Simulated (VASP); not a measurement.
Write the native input for VASP 6.6.1 that does the following.

| Item | Value |
| --- | --- |
| Task | single point |
| Functional | LDA |
| Potentials or basis | VASP PAW LDA potentials, release 64 (Ca_sv) |
| Cutoff | 520 eV |
| k mesh | 9 × 7 × 18 |
| Occupations | gaussian, width 0.1 eV |
| Spin | no spin polarisation |
| Dipole correction | no |
| Further INCAR settings | ALGO = Fast; EDIFF = 1e-06; NBANDS = 11; ISYM = 0 |

The structure of Ca lies in POSCAR:

```
Ca
1.0
    3.7750735674      0.0000000000      0.0000000000
    0.0000000000      5.3387602380      0.0000000000
    1.8875367837      2.6693801190      1.8875367837
Ca
1
Direct
    0.0000000000      0.0000000000      0.0000000000
```

One way to write it, as run:

INCAR

```
SYSTEM = Ca
  PREC = Accurate
  ENCUT = 520
  EDIFF = 1E-6
  ISMEAR = 0
  SIGMA = 0.1
  LREAL = .False.
  LASPH = .True.
  NELM = 100
  ALGO = Fast
  ISIF = 2
  LWAVE = .False.
  LCHARG = .False.
  GGA = CA
  NBANDS = 11
  ISYM = 0
```

KPOINTS

```
regular mesh
0
Gamma
  9 7 18
  0 0 0
```

Potentials or basis: VASP PAW LDA potentials, release 64 (Ca_sv).

Command:

```bash
$ cat potpaw_LDA.64/Ca_sv/POTCAR > POTCAR
$ mpirun -np 1 vasp_std > vasp.out
```

Results of the run:

```json
{"Pressure": "0.0 GPa", "Band gap on the k mesh": "zero (bands 5 and 6 overlap by 0.10 eV)"}
```

Run time: 6.4 min on 1 thread of Intel Xeon 8259CL, on a shared host, peak memory 0.35 GiB.
